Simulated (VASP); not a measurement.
H3CCl: single point with PBE

The system is H3CCl.

```
CELL_PARAMETERS angstrom
8.20313 0.00000 0.00000
0.00000 8.20313 0.00000
0.00000 0.00000 8.20313
ATOMIC_POSITIONS crystal
C 0.22078 0.96647 0.63805
C 0.83623 0.63159 0.15881
C 0.08197 0.15910 0.12526
C 0.95662 0.49559 0.76744
C 0.67385 0.92899 0.54418
C 0.17579 0.63139 0.35016
Cl 0.15877 0.89627 0.82301
Cl 0.80570 0.43387 0.28226
Cl 0.03474 0.98848 0.25679
Cl 0.75183 0.53611 0.70299
Cl 0.79772 0.07263 0.64948
Cl 0.31952 0.61414 0.52270
H 0.12306 0.97234 0.55951
H 0.28659 0.07122 0.64491
H 0.29345 0.87056 0.58456
H 0.82575 0.70117 0.26049
H 0.97090 0.64013 0.10776
H 0.75180 0.62687 0.04742
H 0.03473 0.25867 0.19265
H 0.22209 0.18539 0.10757
H 0.04459 0.13974 0.99876
H 0.02367 0.60468 0.76483
H 0.95951 0.46059 0.90977
H 0.98342 0.39981 0.67661
H 0.62867 0.98529 0.42418
H 0.74946 0.83874 0.49737
H 0.56792 0.87909 0.62648
H 0.17054 0.49961 0.32178
H 0.07030 0.68364 0.40137
H 0.20486 0.72446 0.26288
```

```yaml
Program: VASP 6.6.1
Task: single point
Functional: PBE
Potentials_or_basis: VASP PAW PBE potentials, release 64 (C, Cl, H)
Cutoff: 520 eV
k_mesh: 1 × 1 × 1
Occupations: fermi-dirac, width 0.02 eV
Spin: no spin polarisation
Dipole_correction: no
Further_INCAR_settings: LREAL = Auto; ALGO = Normal; EDIFF = 1e-06; NBANDS = 63
```

```
Pressure               : 1.0 GPa
Largest force          : 5.046 eV/Å
Band gap on the k mesh : 4.93 eV
```

Forces in eV/Å, atoms in the order of the input:
```
C    0.598 -2.285 -0.518
C    1.775 -3.493 -3.180
C    2.887 -0.220 -0.489
C   -1.298 -1.849  2.013
C   -2.641  1.383 -0.206
C    1.284 -1.280  1.287
Cl  -0.473 -0.520  1.887
Cl   0.146  0.854 -1.153
Cl   0.374  0.411 -0.816
Cl  -0.391  0.382  0.458
Cl  -0.322 -0.028  0.024
Cl   0.091 -0.204 -0.733
H   -2.121  0.716 -1.277
H    1.435  2.773  0.316
H    0.606 -0.007 -0.045
H   -0.873  2.672  1.655
H   -2.006 -0.392  0.945
H    0.489  0.398  1.626
H   -0.776  1.030 -0.001
H   -1.656 -0.891  0.770
H   -0.757 -0.067  0.315
H    0.960  1.209 -0.674
H   -0.224 -0.103 -2.605
H    0.908  0.191  0.827
H   -0.064 -0.099  1.497
H    1.235 -1.889 -0.029
H    1.675  0.778 -1.269
H   -0.505  0.841 -0.719
H   -1.541 -0.188  0.899
H    1.184 -0.120 -0.806
```

Stress tensor (GPa, compression positive):
```
 0.94 -1.08 -0.12
-1.08  2.63  1.62
-0.12  1.62 -0.70
```

Levels at points of the mesh, in eV from the valence-band top:
```csv
k point,band 39,band 40,band 41,band 42,band 43,band 44,band 45,band 46
"(0.00, 0.00, 0.00)",-0.35,-0.20,-0.14,0.00,4.93,5.18,5.37,5.47
```

Wall time 2.9 min on 1 thread of AMD EPYC 7R13 Processor (Zen 3) (shared host), peak memory 0.49 GiB.

Caveat: the k points lie up to 0.77 Å⁻¹ apart.
